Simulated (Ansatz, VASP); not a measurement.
**NbAs in VASP and in Ansatz**

INCAR

```
PREC = Accurate
ENCUT = 520
EDIFF = 1E-6
ISMEAR = 0
SIGMA = 0.05
LREAL = False
LASPH = True
NELM = 60
ALGO = Normal
ISIF = 2
LWAVE = False
LCHARG = True
GGA = PE
LELF = True
LVHAR = True
NBANDS = 16
```

File KPOINTS:

```
regular mesh
0
Gamma
  12 12 12
```

The input POSCAR:

```
NbAs
1.0
   -0.0041597528      2.6155880654      2.6263351906
    2.6553779771     -0.0053467605      2.6275221982
    2.6614685690      2.6228656649     -0.0114373523
Nb As
1 1
Direct
    0.5016766497      0.4976564845      0.4993842811
   -0.0016766497      0.0023435155      0.0006157189
```

Input for Ansatz:

```yaml
crystal:
  lattice:
    - [-0.0041597528, 2.6155880654, 2.6263351906]
    - [2.6553779771, -0.0053467605, 2.6275221982]
    - [2.661468569, 2.6228656649, -0.0114373523]
  atoms:
    - { symbol: Nb, position: [0.5016766497, 0.4976564845, 0.4993842811] }
    - { symbol: As, position: [-0.0016766497, 0.0023435155, 0.0006157189] }
basis:
  ecutwfc: 420
  ecutrho_ratio: 4
kpoints:
  mp_grid: { grid: [12, 12, 12] }
hamiltonian:
  xc: pbe
scf:
  occupations: { method: gaussian, width: 0.05 }
output:
  forces: true
  stress: true
  eigenvalues: true
```

Change from the starting cell: all atoms moved at random (sigma 0.03 Å), cell strained at random (1 %).

Alike in both runs: task single point; functional PBE; k mesh 12 × 12 × 12; occupations gaussian, width 0.05 eV; no spin polarisation.

|  | VASP | Ansatz |
| --- | --- | --- |
| version | VASP 6.6.1 | Ansatz 0.2.0 |
| potentials or method | VASP PAW PBE potentials, release 64 (Nb_sv, As), cutoff 520 eV | scalar-relativistic, plane waves, PAW |
| valence electrons in the cell | 18 | 28 |

|  | VASP | Ansatz | Ansatz less VASP |
| --- | --- | --- | --- |
| gap on the k mesh at the Fermi level (eV) | none | none | - |
| pressure (GPa) | -0.1 | -0.1 | -0.03 |
| traceless stress, the component that is largest in VASP (GPa) | -2.36 | -2.36 | 0.000 |
| rms of the force components (eV/Å) | 0.056 | 0.056 | -0.0003 |

Atom by atom the forces differ by 0.000 eV/Å (rms over components). A gap of «none» marks a metal or a gap that the smearing closes. VASP's potentials hold 18 valence electrons a cell and Ansatz's 28, so a difference there can come from the potentials and not from the codes.
